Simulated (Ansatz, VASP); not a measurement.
In: VASP beside Ansatz

The input INCAR:

```
SYSTEM = In
PREC = Accurate ; ENCUT = 520
EDIFF = 1E-7 ; ISMEAR = -1
SIGMA = 0.1 ; LREAL = .FALSE.
LASPH = .TRUE. ; NELM = 100
ALGO = Normal ; ISIF = 2
LWAVE = .FALSE. ; LCHARG = .FALSE.
GGA = PS ; NBANDS = 20
```

Contents of KPOINTS:

```
regular mesh
0
G
  12 12 7
  0 0 0
```

The input POSCAR:

```
In
1.0
    3.3599461363      0.0000000000      0.0000000000
   -1.6799730681      2.9097987094      0.0000000000
    0.0000000000      0.0000000000      5.4646704851
In
2
Direct
    0.3333333333      0.6666666667      0.2500000000
    0.6666666667      0.3333333333      0.7500000000
```

Input for Ansatz:

```yaml
crystal:
  lattice:
    - [3.3599461363, 0.0, 0.0]
    - [-1.6799730681, 2.9097987094, 0.0]
    - [0.0, 0.0, 5.4646704851]
  atoms:
    - { symbol: In, position: [0.3333333333, 0.6666666667, 0.25] }
    - { symbol: In, position: [0.6666666667, 0.3333333333, 0.75] }
hamiltonian:
  xc: pbesol
  pseudopotentials:
    kind: paw
    azcp:
      In: "pseudopotentials/In.paw.azcp"
basis:
  ecutwfc: 420
  fft_grid_basis: typed
kpoints:
  mp_grid: { grid: [12, 12, 7], shift: [0, 0, 0] }
magnetization:
  spin_polarized: false
scf:
  occupations: { method: fermi_dirac, width: 0.1 }
  lower_state_search: "off"
output:
  stress: true
  write_density: true
  write_potential: true
  elf: true
  volumetric_format: npy
```

Alike in both runs: task single point; functional PBEsol; k mesh 12 × 12 × 7; occupations fermi-dirac, width 0.1 eV; no spin polarisation.

|  | VASP | Ansatz |
| --- | --- | --- |
| version | VASP 6.6.1 | Ansatz 0.2.0 |
| potentials or method | VASP PAW PBE potentials, release 64 (In_d), cutoff 520 eV | plane waves (420 eV) with PAW, scalar-relativistic |
| valence electrons in the cell | 26 | 26 |

```csv
,VASP,Ansatz,Ansatz less VASP
pressure (GPa),-1.6,-1.5,+0.04
"traceless stress, the component that is largest in VASP (GPa)",-0.48,-0.48,-0.004
```

VASP's potentials were made for PBE, not for PBEsol, and Ansatz warns of the same on its side.
